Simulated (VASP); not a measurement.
# KI (R-3m) in VASP: single point with r2SCAN

Aim: the single point of KI with r2SCAN.

Program: VASP 6.6.1. These are calculated values, not measurements. Logs are shortened: lines on timing, memory, paths and dates and some standing lists are left out, and cuts for length are marked.

## (1) The cell of the first run

It takes space group R-3m (No. 166, trigonal). Conventional cell: a = 6.039 Å, b = 6.039 Å, c = 7.485 Å, α = 90.00°, β = 90.00°, γ = 120.00°. K (site symmetry -3m) has 8 I at 3.70 to 3.74 Å and 6 K at 4.29 Å within 4.9 Å. I (site symmetry -3m) has 8 K at 3.70 to 3.74 Å and 6 I at 4.29 Å within 4.9 Å.

## (2) Single point, r2SCAN (epitaxial 111 strain -0.5%)

File POSCAR:

```
KI
1.0
    4.2873415341      0.0169978925      0.0169978925
    0.0169978925      4.2873415341      0.0169978925
    0.0169978925      0.0169978925      4.2873415341
K I
1 1
Direct
    0.0000000000      0.0000000000      0.0000000000
    0.5000000000      0.5000000000      0.5000000000
```

File INCAR.step1:

```
SYSTEM = KI
PREC = Accurate
ENCUT = 520
ISMEAR = 0
SIGMA = 0.01
LREAL = .False.
LASPH = .True.
NELM = 60
NBANDS = 15
GGA = PE
ALGO = Normal
EDIFF = 1E-4
LWAVE = .True.
LCHARG = .False.
```

File INCAR.step2:

```
SYSTEM = KI
PREC = Accurate
ENCUT = 520
EDIFF = 1E-6
ISMEAR = 0
SIGMA = 0.01
LREAL = .False.
LASPH = .True.
NELM = 60
ALGO = Normal
ISIF = 2
LWAVE = .False.
LCHARG = .False.
METAGGA = R2SCAN
LMIXTAU = .True.
NBANDS = 15
ISTART = 1
```

File KPOINTS:

```
regular mesh
0
Gamma
  6 6 6
  0 0 0
```

Potentials or basis: VASP PAW PBE potentials, release 64 (K_sv, I).

The run is started by

```
$ cat potpaw_PBE.64/K_sv/POTCAR potpaw_PBE.64/I/POTCAR > POTCAR
$ cp INCAR.step1 INCAR
$ mpirun -np 1 vasp_std > vasp.out
$ cp INCAR.step2 INCAR
$ mpirun -np 1 vasp_std > vasp.out
```

OUTCAR:

```text
SYSTEM = KI
   PREC = Accurate
   ENCUT = 520
   EDIFF = 1E-6
   ISMEAR = 0
   LREAL = .False.
   LASPH = .True.
   NELM = 60
   ISIF = 2
   METAGGA = R2SCAN
   ISTART = 1

 ion  position               nearest neighbor table
   1  0.000  0.000  0.000-
   2  0.500  0.500  0.500-

  LATTYP: Found a trigonal (rhomboedric) cell.
 ALAT       =     4.2874089246
 COS(alpha) =     0.0079448080

  Lattice vectors:

 A1 = (   4.2873415341,   0.0169978925,   0.0169978925)
 A2 = (   0.0169978925,   4.2873415341,   0.0169978925)
 A3 = (   0.0169978925,   0.0169978925,   4.2873415341)

Analysis of symmetry for initial positions (statically):
=====================================================================
 Subroutine PRICEL returns:
 Original cell was already a primitive cell.

 Routine SETGRP: Setting up the symmetry group for a
 trigonal (rhombohedral) supercell.

 Subroutine GETGRP returns: Found 12 space group operations
 (whereof 12 operations were pure point group operations)
 out of a pool of 12 trial point group operations.

The static configuration has the point symmetry D_3d.

Analysis of symmetry for dynamics (positions and initial velocities):
=====================================================================
 Subroutine PRICEL returns:
 Original cell was already a primitive cell.

 Routine SETGRP: Setting up the symmetry group for a
 trigonal (rhombohedral) supercell.

 Subroutine GETGRP returns: Found 12 space group operations
 (whereof 12 operations were pure point group operations)
 out of a pool of 12 trial point group operations.

The dynamic configuration has the point symmetry D_3d.

 Subroutine INISYM returns: Found 12 space group operations
 (whereof 12 operations are pure point group operations),
 and found     1 'primitive' translations

----------------------------------------------------------------------------------------

                                     Primitive cell

  volume of cell :      78.8032

  direct lattice vectors                    reciprocal lattice vectors
     4.287341534  0.016997893  0.016997893     0.233252076 -0.000921115 -0.000921115
     0.016997893  4.287341534  0.016997893    -0.000921115  0.233252076 -0.000921115
     0.016997893  0.016997893  4.287341534    -0.000921115 -0.000921115  0.233252076

  length of vectors
     4.287408925  4.287408925  4.287408925     0.233255714  0.233255714  0.233255714

  position of ions in fractional coordinates (direct lattice)
     0.000000000  0.000000000  0.000000000
     0.500000000  0.500000000  0.500000000

  ion indices of the primitive-cell ions
   primitive index   ion index
                 1           1
                 2           2

----------------------------------------------------------------------------------------

 KPOINTS: regular mesh

Automatic generation of k-mesh.
 Grid dimensions read from file:
 generate k-points for:    6    6    6

 Generating k-lattice:

  Cartesian coordinates                     Fractional coordinates (reciprocal lattice)
     0.038875346 -0.000153519 -0.000153519     0.166666667 -0.000000000 -0.000000000
    -0.000153519  0.038875346 -0.000153519    -0.000000000  0.166666667 -0.000000000
    -0.000153519 -0.000153519  0.038875346    -0.000000000 -0.000000000  0.166666667

  Length of vectors
     0.038875952  0.038875952  0.038875952

  Shift w.r.t. Gamma in fractional coordinates (k-lattice)
     0.000000000  0.000000000  0.000000000

 Subroutine IBZKPT returns following result:
 ===========================================

 Found     32 irreducible k-points:

 Following reciprocal coordinates:
            Coordinates               Weight
  0.000000  0.000000  0.000000      1.000000
  0.166667  0.000000 -0.000000      6.000000
  0.333333  0.000000  0.000000      6.000000
  0.500000  0.000000  0.000000      3.000000
  0.166667  0.166667  0.000000      6.000000
  0.333333  0.166667  0.000000     12.000000
[... 16 lines left out ...]
  0.500000  0.500000  0.166667      6.000000
 -0.333333  0.500000  0.166667     12.000000
 [... further k-points ...]
   k-points           NKPTS =     32   k-points in BZ     NKDIM =     32   number of bands    NBANDS=     15
   number of dos      NEDOS =    301   number of ions     NIONS =      2
   total plane-waves  NPLWV =  32768
   dimension x,y,z NGX =    32 NGY =   32 NGZ =   32
   dimension x,y,z NGXF=    64 NGYF=   64 NGZF=   64
   ions per type =               1   1
   NGX,Y,Z   is equivalent  to a cutoff of  12.41, 12.41, 12.41 a.u.
   NGXF,Y,Z  is equivalent  to a cutoff of  24.82, 24.82, 24.82 a.u.
 SYSTEM =  KI
   PREC   = accura    normal or accurate (medium, high low for compatibility)
   ISTART =      1    job   : 0-new  1-cont  2-samecut
   ICHARG =      0    charge: 1-file 2-atom 10-const
   ISPIN  =      1    spin polarized calculation?
   LNONCOLLINEAR =      F non collinear calculations
   LSORBIT =      F    spin-orbit coupling
   LASPH  =      T    aspherical Exc in radial PAW
   ENCUT  =  520.0 eV  38.22 Ry    6.18 a.u.   7.97  7.97  7.97*2*pi/ulx,y,z
   NELM   =     60;   NELMIN=  2; NELMDL=  0     # of ELM steps
   EDIFF  = 0.1E-05   stopping-criterion for ELM
   LREAL  =      F    real-space projection
   EDIFFG = 0.1E-04   stopping-criterion for IOM
   NSW    =      0    number of steps for IOM
   IBRION =     -1    ionic relax: 0-MD 1-quasi-New 2-CG
   NFREE  =      0    steps in history (QN), initial steepest desc. (CG)
   ISIF   =      2    stress and relaxation
   ISYM   =      2    0-nonsym 1-usesym 2-fastsym
   POTIM  = 0.5000    time-step for ionic-motion
   TEBEG  =    0.0;   TEEND  =   0.0 temperature during run
   PSTRESS=    0.0 pullay stress
   NELECT =      16.0000    total number of electrons
   NUPDOWN=      -1.0000    fix difference up-down
   EMIN   =  10.00;   EMAX   =-10.00  energy-range for DOS
   EFERMI =   0.00;   METHOD = LEGACY
   ISMEAR =     0;   SIGMA  =   0.01  broadening in eV -4-tet -1-fermi 0-gaus
   EFERMI_NEDOS =   21; number of points for ismear=-14 and -15
   IALGO  =     38    algorithm
   IMIX   =      4    mixing-type and parameters
     AMIX     =   0.40;   BMIX     =  1.00
     AMIX_MAG =   1.60;   BMIX_MAG =  1.00
  volume/ion in A,a.u.               =      39.40       265.90
  Fermi-wavevector in a.u.,A,eV,Ry     =   0.962203  1.818301 12.596755  0.925835
  Thomas-Fermi vector in A             =   2.091642
   LORBIT       =      0    0 simple, 1 ext, 2 COOP (PROOUT), +10 PAW based schemes
   METAGGA = R2SCAN    functional components
   LHFCALC =     F    Hartree Fock is set to
   AEXX    =    0.0000 exact exchange contribution
   IVDW    =     0    specifies the selected vdW correction
   LEPSILON=     F    determine dielectric tensor
   LRPA    =     F    only Hartree local field effects (RPA)
 non-spin polarized calculation
 Gauss-broadening in eV      SIGMA  =   0.01
  energy-cutoff  :      520.00
  volume of cell :       78.80
 maximum number of plane-waves:      2176
   NGX = 15   NGY = 15   NGZ = 15

 number of electron      16.0000003 magnetization

 Free energy of the ion-electron system (eV)
  ---------------------------------------------------
  ext. energy  EPLUGINS =         0.00000000
  ---------------------------------------------------
  free energy    TOTEN  =       -33.86401344 eV

  energy without entropy =      -33.86401344  energy(sigma->0) =      -33.86401344

 E-fermi :   0.7303     XC(G=0):  -8.0591

 val. band max:        0.5945366439   @ k =   0.5000   0.5000   0.0000
 cond. band min:       4.6432735725   @ k =   0.0000   0.0000   0.0000
 fundamental gap:      4.0487369286
 Fermi energy:         0.7303452701

 k-point     1 :       0.0000    0.0000    0.0000
  band No.  band energies     occupation
      1     -29.9864      2.00000
      2     -12.6696      2.00000
      3     -12.6683      2.00000
      4     -12.6683      2.00000
      5     -10.9032      2.00000
      6       0.2172      2.00000
      7       0.2172      2.00000
      8       0.2389      2.00000
      9       4.6433      0.00000
     10       5.8457      0.00000
     11       5.8457      0.00000
     12       9.6727      0.00000
     13       9.6727      0.00000
     14       9.7461      0.00000
     15      11.7719      0.00000

 k-point     2 :       0.1667    0.0000   -0.0000
  band No.  band energies     occupation
      1     -29.9852      2.00000
      2     -12.7126      2.00000
      3     -12.6664      2.00000
      4     -12.6654      2.00000
      5     -10.8227      2.00000
      6      -0.4069      2.00000
      7       0.2358      2.00000
      8       0.2534      2.00000
      9       5.2004      0.00000
     10       6.0514      0.00000
     11       6.5423      0.00000
     12       9.5846      0.00000
     13       9.6113      0.00000
     14       9.8222      0.00000
     15      10.7969      0.00000

 k-point     3 :       0.3333    0.0000    0.0000
  band No.  band energies     occupation
      1     -29.9830      2.00000
      2     -12.7938      2.00000
      3     -12.6608      2.00000
      4     -12.6596      2.00000
      5     -10.6625      2.00000
      6      -1.3385      2.00000
      7       0.2731      2.00000
      8       0.2971      2.00000
      9       6.1304      0.00000
     10       6.6488      0.00000
     11       7.9299      0.00000
     12       9.2402      0.00000
     13       9.5742      0.00000
     14       9.5884      0.00000
     15      10.1123      0.00000
[... 343 lines left out ...]
 k-point    23 :       0.5000    0.5000    0.1667
  band No.  band energies     occupation
      1     -29.9765      2.00000
      2     -12.7464      2.00000
      3     -12.7438      2.00000
      4     -12.6697      2.00000
      5     -10.4812      2.00000
      6      -1.1522      2.00000
      7      -1.1377      2.00000
      8       0.0723      2.00000
      9       5.3562      0.00000
     10       7.5770      0.00000
     11       7.6047      0.00000
     12       7.8795      0.00000
     13      10.4190      0.00000
     14      10.4734      0.00000
     15      10.8645      0.00000

 k-point    24 :      -0.3333    0.5000    0.1667
  band No.  band energies     occupation
      1     -29.9776      2.00000
      2     -12.7611      2.00000
      3     -12.7230      2.00000
      4     -12.6726      2.00000
      5     -10.5051      2.00000
      6      -1.2636      2.00000
      7      -0.8307      2.00000
      8       0.0181      2.00000
      9       5.8031      0.00000
     10       7.4344      0.00000
     11       7.7852      0.00000
     12       8.0680      0.00000
     13       9.7573      0.00000
     14       9.9930      0.00000
     15      10.9155      0.00000

 [... further k-points ...]
[... 5 lines left out ...]
  --------------------------------------------------------------------------------------
  -------------------------------------------------------------------------------------
  Total        0.0248107      0.0248107      0.0248107     -0.0141251     -0.0141251     -0.0141251
  in kB        0.5044360      0.5044360      0.5044360     -0.2871820     -0.2871820     -0.2871820
  external PRESSURE =       0.5044360 kB  Pullay stress =       0.0000000 kB

 VOLUME and BASIS-vectors are now :
 -----------------------------------------------------------------------------
  energy-cutoff  :      520.00
  volume of cell :       78.80
      direct lattice vectors                 reciprocal lattice vectors
     4.287341534  0.016997893  0.016997893     0.233252076 -0.000921115 -0.000921115
     0.016997893  4.287341534  0.016997893    -0.000921115  0.233252076 -0.000921115
     0.016997893  0.016997893  4.287341534    -0.000921115 -0.000921115  0.233252076

 POSITION                                       TOTAL-FORCE (eV/Angst)
 -----------------------------------------------------------------------------------
      0.00000      0.00000      0.00000        -0.000000      0.000000      0.000000
      2.16067      2.16067      2.16067         0.000000     -0.000000      0.000000
 -----------------------------------------------------------------------------------
    total drift:                               -0.000000      0.000000     -0.000000

  FREE ENERGIE OF THE ION-ELECTRON SYSTEM (eV)
  ---------------------------------------------------
  free  energy   TOTEN  =       -33.8640134366 eV

  energy  without entropy=      -33.8640134366  energy(sigma->0) =      -33.86401344
```

It took 59 s on 1 thread of Intel Xeon Platinum 8488C (Sapphire Rapids), shared host; peak memory 0.2 GiB.

Results:

* Free energy: -33.8640 eV
* Pressure: 0.1 GPa
* Band gap on the k mesh: 4.05 eV, indirect (least direct gap 4.40 eV)

Levels at points of the mesh, in eV from the valence-band top:
```csv
k point,band 4,band 5,band 6,band 7,band 8,band 9,band 10,band 11,band 12,band 13
"(0.00, 0.00, 0.00)",-13.26,-11.50,-0.38,-0.38,-0.36,4.05,5.25,5.25,9.08,9.08
"(0.50, 0.00, 0.00)",-13.25,-11.18,-2.32,-0.30,-0.28,6.15,6.72,7.63,7.78,9.34
"(0.50, 0.50, 0.00)",-13.24,-11.12,-1.76,-1.75,0.00,4.44,6.36,7.41,7.42,9.76
"(0.50, 0.50, 0.50)",-13.32,-10.93,-1.70,-1.69,-1.69,6.08,6.17,6.17,9.58,9.67
```

Caveat: the cell differs from its parent crystal (epitaxial 111 strain -0.5%); the PAW data sets were made with another functional, which shifts forces and pressure a little; spin-orbit coupling is left out, which moves the levels of the heavy elements.
